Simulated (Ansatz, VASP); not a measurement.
**One calculation of Pb, two programs**

```
Pb
1.0
     0.00000    2.47502    2.47502
     2.47502    0.00000    2.47502
     2.47502    2.47502    0.00000
Pb
1
Direct
  0.00000 0.00000 0.00000
```

Alike in both runs: functional PBE; k mesh 9 × 9 × 9; occupations fermi-dirac, width 0.1 eV; collinear spin; fixed moment 1 μB.

```csv
,VASP,Ansatz
version,VASP 6.6.1,Ansatz 0.2.0
potentials or method,"VASP PAW PBE potentials, release 64 (Pb_d), cutoff 500 eV",all-electron PAW datasets made for the crystal
task,single point,electrostatic potential
```

|  | VASP | Ansatz | Ansatz less VASP |
| --- | --- | --- | --- |
| pressure (GPa) | 5.9 | 6.0 | +0.10 |
| size of the moment on the site where the two differ most (μB) | 0.43 | 0.62 | +0.186 |

Site moments also hang on the region over which each program counts them. Ansatz ran all-electron here, and VASP with PAW potentials.

Spin-orbit coupling is off throughout.
